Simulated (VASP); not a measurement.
# Mn (Im-3m) in VASP: notebook, part 2 of 2

VASP 6.6.1.

**4. Single point, LDA (volume scaled by 0.92)**

Input file INCAR:

```
SYSTEM = Mn
ALGO     = Normal         ! electronic algorithm
EDIFF    = 1E-6           ! SCF threshold, eV
ENCUT    = 520            ! plane-wave cutoff, eV
ISIF     = 2              ! what is computed and relaxed
ISMEAR   = -1             ! smearing method
LASPH    = .True.         ! aspherical terms in the spheres
LCHARG   = .False.        ! write CHGCAR
LREAL    = .False.        ! projectors in reciprocal space
LWAVE    = .False.        ! write WAVECAR
NBANDS   = 12             ! bands
NELM     = 100            ! most SCF steps
PREC     = Accurate       ! precision mode
SIGMA    = 0.1            ! smearing width, eV
```

Input file KPOINTS:

```
k-points
0
Gamma
  18 18 18
  0 0 0
```

Input file POSCAR:

```
Mn
1.0
   -1.3258830924      1.3258830924      1.3258830924
    1.3258830924     -1.3258830924      1.3258830924
    1.3258830924      1.3258830924     -1.3258830924
Mn
1
Direct
    0.0000000000      0.0000000000      0.0000000000
```

Potentials or basis: VASP PAW LDA potentials, release 64 (Mn_pv).

Launch:

```sh
cat potpaw_LDA.64/Mn_pv/POTCAR > POTCAR
mpirun -np 1 vasp_std > vasp.out
```

OUTCAR:

```text
SYSTEM = Mn
   EDIFF = 1E-6
   ENCUT = 520
   ISIF = 2
   ISMEAR = -1
   LASPH = .True.
   LREAL = .False.
   NELM = 100
   PREC = Accurate

 ion  position               nearest neighbor table
   1  0.000  0.000  0.000-

  LATTYP: Found a body centered cubic cell.
 ALAT       =     2.6517661848

  Lattice vectors:

 A1 = (  -1.3258830924,   1.3258830924,   1.3258830924)
 A2 = (   1.3258830924,  -1.3258830924,   1.3258830924)
 A3 = (   1.3258830924,   1.3258830924,  -1.3258830924)

Analysis of symmetry for initial positions (statically):
=====================================================================
[... 532 lines left out ...]
      9      16.4921      0.00000
     10      24.5826      0.00000
     11      31.2115      0.00000
     12      35.7616      0.00000

 [... further k-points ...]
[... 5 lines left out ...]
  --------------------------------------------------------------------------------------
  -------------------------------------------------------------------------------------
  Total        1.9417116      1.9417116      1.9417116     -0.0000000     -0.0000000      0.0000000
  in kB      333.6718965    333.6718965    333.6718965     -0.0000000     -0.0000000      0.0000000
  external PRESSURE =     333.6718965 kB  Pullay stress =       0.0000000 kB

 VOLUME and BASIS-vectors are now :
 -----------------------------------------------------------------------------
  energy-cutoff  :      520.00
  volume of cell :        9.32
      direct lattice vectors                 reciprocal lattice vectors
    -1.325883092  1.325883092  1.325883092     0.000000000  0.377107154  0.377107154
     1.325883092 -1.325883092  1.325883092     0.377107154  0.000000000  0.377107154
     1.325883092  1.325883092 -1.325883092     0.377107154  0.377107154  0.000000000

 POSITION                                       TOTAL-FORCE (eV/Angst)
 -----------------------------------------------------------------------------------
      0.00000      0.00000      0.00000        -0.000000      0.000000     -0.000000
 -----------------------------------------------------------------------------------
    total drift:                               -0.000000     -0.000000      0.000000

  FREE ENERGIE OF THE ION-ELECTRON SYSTEM (eV)
  ---------------------------------------------------
  free  energy   TOTEN  =        -9.9700692111 eV

  energy  without entropy=       -9.9084444254  energy(sigma->0) =       -9.93925682
```

stdout:

```text
POSCAR found type information on POSCAR Mn
 POSCAR found :  1 types and       1 ions
 scaLAPACK will be used
 LDA part: xc-table for (Slater(with rela. corr.)+CA(PZ))
 , standard interpolation
 POSCAR, INCAR and KPOINTS ok, starting setup
 FFT: planning ... GRIDC
 FFT: planning ... GRID_SOFT
 FFT: planning ... GRID
 WAVECAR not read
 entering main loop
```

Wall time 24 s (1 thread of AMD EPYC 7R13, shared host); peak memory 0.1 GiB.

Results:

```
Free energy : -9.9701 eV
Pressure    : 33.4 GPa
```

Caveat: the run has no spin polarisation, though such a crystal can be magnetic. Spin polarisation is off, so any magnetic state and its effect on volume and gap are missing.

**5. Single point, LDA (volume scaled by 0.96)**

Input file INCAR:

```
PREC = Accurate
ENCUT = 520
EDIFF = 1E-6
ISMEAR = -1
SIGMA = 0.1
LREAL = F
LASPH = T
NELM = 60
ALGO = Normal
ISIF = 2
LWAVE = F
LCHARG = F
GGA = CA
NBANDS = 12
```

Input file KPOINTS:

```
Automatic mesh
0
Gamma
  18 18 18
```

Input file POSCAR:

```
Mn
1.0
   -1.3448268388      1.3448268388      1.3448268388
    1.3448268388     -1.3448268388      1.3448268388
    1.3448268388      1.3448268388     -1.3448268388
Mn
1
Direct
    0.0000000000      0.0000000000      0.0000000000
```

Potentials or basis: VASP PAW LDA potentials, release 64 (Mn_pv).

Launch:

```sh
cat potpaw_LDA.64/Mn_pv/POTCAR > POTCAR
mpirun -np 1 vasp_std > vasp.out
```

OUTCAR:

```text
PREC = Accurate
   ENCUT = 520
   EDIFF = 1E-6
   ISMEAR = -1
   LREAL = F
   LASPH = T
   NELM = 60
   ISIF = 2
   GGA = CA

 ion  position               nearest neighbor table
   1  0.000  0.000  0.000-

  LATTYP: Found a body centered cubic cell.
 ALAT       =     2.6896536776

  Lattice vectors:

 A1 = (  -1.3448268388,   1.3448268388,   1.3448268388)
 A2 = (   1.3448268388,  -1.3448268388,   1.3448268388)
 A3 = (   1.3448268388,   1.3448268388,  -1.3448268388)

[... 528 lines left out ...]
      3     -35.4056      2.00000
      4       6.9580      2.00000
      5       8.7798      2.00000
      6      11.2222      1.99987
      7      12.4852      0.09339
      8      13.2543      0.00004
      9      15.5849      0.00000
     10      23.3405      0.00000
     11      30.0814      0.00000
     12      34.3307      0.00000

 [... further k-points ...]
[... 5 lines left out ...]
  --------------------------------------------------------------------------------------
  -------------------------------------------------------------------------------------
  Total        0.9120510      0.9120510      0.9120510     -0.0000000      0.0000000     -0.0000000
  in kB      150.2002333    150.2002333    150.2002333     -0.0000000      0.0000000     -0.0000000
  external PRESSURE =     150.2002333 kB  Pullay stress =       0.0000000 kB

 VOLUME and BASIS-vectors are now :
 -----------------------------------------------------------------------------
  energy-cutoff  :      520.00
  volume of cell :        9.73
      direct lattice vectors                 reciprocal lattice vectors
    -1.344826839  1.344826839  1.344826839     0.000000000  0.371795078  0.371795078
     1.344826839 -1.344826839  1.344826839     0.371795078  0.000000000  0.371795078
     1.344826839  1.344826839 -1.344826839     0.371795078  0.371795078  0.000000000

 POSITION                                       TOTAL-FORCE (eV/Angst)
 -----------------------------------------------------------------------------------
      0.00000      0.00000      0.00000        -0.000000      0.000000      0.000000
 -----------------------------------------------------------------------------------
    total drift:                                0.000000     -0.000000      0.000000

  FREE ENERGIE OF THE ION-ELECTRON SYSTEM (eV)
  ---------------------------------------------------
  free  energy   TOTEN  =       -10.0306151889 eV

  energy  without entropy=       -9.9654074210  energy(sigma->0) =       -9.99801130
```

stdout:

```text
POSCAR found type information on POSCAR Mn
 POSCAR found :  1 types and       1 ions
 scaLAPACK will be used
 LDA part: xc-table for (Slater(with rela. corr.)+CA(PZ))
 , standard interpolation
 POSCAR, INCAR and KPOINTS ok, starting setup
 FFT: planning ... GRIDC
 FFT: planning ... GRID_SOFT
 FFT: planning ... GRID
 WAVECAR not read
 entering main loop
```

Run time: 27 s. Hardware: 1 thread of AMD EPYC 7R13, shared host; peak memory 0.1 GiB.

What came out:

```yaml
Free_energy: -10.0306 eV
Pressure: 15.0 GPa
```

Levels at points of the mesh, in eV from the Fermi level:
| k point | band 2 | band 3 | band 4 | band 5 | band 6 | band 7 | band 8 | band 9 | band 10 | band 11 |
| --- | --- | --- | --- | --- | --- | --- | --- | --- | --- | --- |
| (0.00, 0.00, 0.00) | -47.54 | -47.54 | -9.05 | -1.82 | -1.82 | -1.82 | 0.34 | 0.34 | 24.56 | 24.56 |
| (0.50, 0.00, 0.00) | -47.87 | -47.54 | -5.58 | -3.51 | 0.37 | 0.70 | 0.90 | 2.28 | 10.50 | 18.74 |
| (0.50, 0.50, 0.50) | -48.28 | -48.28 | -5.57 | -5.57 | 1.85 | 1.85 | 1.85 | 11.49 | 11.49 | 11.49 |

Caveat: the run has no spin polarisation, though such a crystal can be magnetic. Spin polarisation is off, so any magnetic state and its effect on volume and gap are missing.

**6. Single point, LDA**

Input file INCAR:

```
SYSTEM = Mn
PREC     = Accurate       ! precision mode
ENCUT    = 520            ! plane-wave cutoff, eV
EDIFF    = 1E-7           ! SCF threshold, eV
ISMEAR   = -1             ! smearing method
SIGMA    = 0.1            ! smearing width, eV
LREAL    = .FALSE.        ! projectors in reciprocal space
LASPH    = .TRUE.         ! aspherical terms in the spheres
NELM     = 100            ! most SCF steps
ALGO     = Normal         ! electronic algorithm
ISIF     = 2              ! what is computed and relaxed
LWAVE    = .FALSE.        ! write WAVECAR
LCHARG   = .TRUE.         ! write CHGCAR
LELF     = .TRUE.         ! ELF
LVHAR    = .TRUE.       
NBANDS   = 12             ! bands
```

Input file KPOINTS:

```
Automatic mesh
0
G
  18 18 18
  0 0 0
```

Input file POSCAR:

```
Mn
1.0
   -1.3632514138      1.3632514138      1.3632514138
    1.3632514138     -1.3632514138      1.3632514138
    1.3632514138      1.3632514138     -1.3632514138
Mn
1
Direct
    0.0000000000      0.0000000000      0.0000000000
```

Potentials or basis: VASP PAW LDA potentials, release 64 (Mn_pv).

Launch:

```sh
cat potpaw_LDA.64/Mn_pv/POTCAR > POTCAR
mpirun -np 1 vasp_std > vasp.out
```

OUTCAR:

```text
SYSTEM = Mn
   PREC = Accurate
   ENCUT = 520
   EDIFF = 1E-7
   ISMEAR = -1
   LREAL = .FALSE.
   LASPH = .TRUE.
   NELM = 100
   ISIF = 2

 ion  position               nearest neighbor table
   1  0.000  0.000  0.000-

  LATTYP: Found a body centered cubic cell.
 ALAT       =     2.7265028276

  Lattice vectors:

 A1 = (  -1.3632514138,   1.3632514138,   1.3632514138)
 A2 = (   1.3632514138,  -1.3632514138,   1.3632514138)
 A3 = (   1.3632514138,   1.3632514138,  -1.3632514138)

[... 529 lines left out ...]
      4       6.5468      2.00000
      5       8.3172      2.00000
      6      10.5877      1.99984
      7      11.8129      0.11109
      8      12.5332      0.00009
      9      14.7530      0.00000
     10      22.1984      0.00000
     11      29.0224      0.00000
     12      33.0105      0.00000

 [... further k-points ...]
[... 5 lines left out ...]
  --------------------------------------------------------------------------------------
  -------------------------------------------------------------------------------------
  Total        0.0195654      0.0195654      0.0195654     -0.0000000      0.0000000     -0.0000000
  in kB        3.0932311      3.0932311      3.0932311     -0.0000000      0.0000000     -0.0000000
  external PRESSURE =       3.0932311 kB  Pullay stress =       0.0000000 kB

 VOLUME and BASIS-vectors are now :
 -----------------------------------------------------------------------------
  energy-cutoff  :      520.00
  volume of cell :       10.13
      direct lattice vectors                 reciprocal lattice vectors
    -1.363251414  1.363251414  1.363251414     0.000000000  0.366770205  0.366770205
     1.363251414 -1.363251414  1.363251414     0.366770205  0.000000000  0.366770205
     1.363251414  1.363251414 -1.363251414     0.366770205  0.366770205  0.000000000

 POSITION                                       TOTAL-FORCE (eV/Angst)
 -----------------------------------------------------------------------------------
      0.00000      0.00000      0.00000         0.000000      0.000000      0.000000
 -----------------------------------------------------------------------------------
    total drift:                                0.000000     -0.000000      0.000000

  FREE ENERGIE OF THE ION-ELECTRON SYSTEM (eV)
  ---------------------------------------------------
  free  energy   TOTEN  =       -10.0494841178 eV

  energy  without entropy=       -9.9806377039  energy(sigma->0) =      -10.01506091
```

OSZICAR:

```text
N       E                     dE             d eps       ncg     rms          rms(c)
DAV:   1     0.776941309075E+02    0.77694E+02   -0.77332E+03  4732   0.141E+03
DAV:   2    -0.103612245727E+02   -0.88055E+02   -0.84482E+02  4800   0.319E+02
DAV:   3    -0.117351882668E+02   -0.13740E+01   -0.13691E+01  5096   0.466E+01
DAV:   4    -0.117430543304E+02   -0.78661E-02   -0.78655E-02  5104   0.342E+00
DAV:   5    -0.117431480195E+02   -0.93689E-04   -0.93689E-04  5136   0.370E-01    0.146E+01
DAV:   6    -0.101112690789E+02    0.16319E+01   -0.42855E+00  4788   0.420E+01    0.153E+00
DAV:   7    -0.100659127170E+02    0.45356E-01   -0.12801E-01  4996   0.668E+00    0.871E-01
DAV:   8    -0.100498224242E+02    0.16090E-01   -0.39631E-03  5880   0.105E+00    0.158E-01
DAV:   9    -0.100494661849E+02    0.35624E-03   -0.98929E-04  4860   0.590E-01    0.234E-02
DAV:  10    -0.100494836338E+02   -0.17449E-04   -0.76870E-06  5156   0.356E-02    0.746E-03
DAV:  11    -0.100494840844E+02   -0.45055E-06   -0.31723E-07  5248   0.773E-03    0.888E-04
DAV:  12    -0.100494841178E+02   -0.33411E-07   -0.84399E-09  2488   0.143E-03
   1 F= -.10049484E+02 E0= -.10015061E+02  d E =-.688464E-01
```

stdout:

```text
POSCAR found type information on POSCAR Mn
 POSCAR found :  1 types and       1 ions
 scaLAPACK will be used
 LDA part: xc-table for (Slater(with rela. corr.)+CA(PZ))
 , standard interpolation
 POSCAR, INCAR and KPOINTS ok, starting setup
 FFT: planning ... GRIDC
 FFT: planning ... GRID_SOFT
 FFT: planning ... GRID
 WAVECAR not read
 entering main loop
```

Run time: 34 s. Hardware: 1 thread of AMD EPYC 7R13, shared host; peak memory 0.1 GiB.

What came out:

- Free energy: -10.0495 eV
- Pressure: 0.3 GPa

Levels at points of the mesh, in eV from the Fermi level:
```
           k point  band 2  band 3  band 4  band 5  band 6  band 7  band 8  band 9  band 10  band 11
(0.00, 0.00, 0.00)  -47.55  -47.55   -8.86   -1.72   -1.72   -1.72    0.33    0.33    24.25    24.25
(0.50, 0.00, 0.00)  -47.85  -47.55   -5.32   -3.31    0.35    0.66    0.83    2.15    10.00    18.45
(0.50, 0.50, 0.50)  -48.20  -48.20   -5.25   -5.25    1.75    1.75    1.75   11.12    11.12    11.12
```

Caveat: the run has no spin polarisation, though such a crystal can be magnetic. Spin polarisation is off, so any magnetic state and its effect on volume and gap are missing.

**7. The runs side by side**

| cell | k mesh | gap on the mesh (eV) | pressure (GPa) |
| --- | --- | --- | --- |
| a = 2.361 Å, angles 109.5°, 1 atom | 15 × 15 × 15 | none | 0.4 |
| a = 2.263 Å, angles 109.5°, 1 atom | 18 × 18 × 18 | none | 56.3 |
| a = 2.296 Å, angles 109.5°, 1 atom | 18 × 18 × 18 | none | 33.4 |
| a = 2.329 Å, angles 109.5°, 1 atom | 18 × 18 × 18 | none | 15.0 |
| a = 2.361 Å, angles 109.5°, 1 atom | 18 × 18 × 18 | none | 0.3 |

Alike in all rows: task single point; level LDA; potentials or basis VASP PAW LDA potentials, release 64 (Mn_pv); no spin polarisation; cutoff (eV) 520; smearing fermi-dirac 0.1 eV.

Caveats: the run has no spin polarisation, though such a crystal can be magnetic.

Absolute energies hang on the potentials; compare differences alone.
